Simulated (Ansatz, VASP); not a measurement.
Si in VASP and in Ansatz

```xyz
4
Lattice="3.7681 0.0000 0.0000 -1.8841 3.2633 0.0000 0.0000 0.0000 6.3412" Properties=species:S:1:pos:R:3 pbc="T T T"
Si    0.0000    2.1755    0.0111
Si    1.8841    1.0878    3.1817
Si    0.0000    2.1755    2.3669
Si    1.8841    1.0878    5.5375
```

Change from the starting cell: biaxial_xy strain -1.7%.

Alike in both runs: task single point; functional HSE06; k mesh 6 × 6 × 4; no spin polarisation.

|  | VASP | Ansatz |
| --- | --- | --- |
| version | VASP 6.6.1 | Ansatz 0.2.0 |
| potentials or method | VASP PAW PBE potentials, release 64 (Si) | plane waves, PAW |
| plane-wave cutoff (eV) | 520 | 420 |
| occupations | gaussian, width 0.01 eV | fixed |
| valence electrons in the cell | 16 | 16 |

|  | VASP | Ansatz | Ansatz less VASP |
| --- | --- | --- | --- |
| gap on the k mesh at the Fermi level (eV) | 0.95 | 0.94 | -0.012 |
| pressure (GPa) | 2.9 | 3.3 | +0.36 |
| traceless stress, the component that is largest in VASP (GPa) | -2.36 | -2.34 | +0.023 |
| rms of the force components (eV/Å) | 0.014 | 0.011 | -0.0026 |

Atom by atom the forces differ by 0.003 eV/Å (rms over components). Ansatz's warnings: stress exchange threshold loose, stress scf threshold loose.
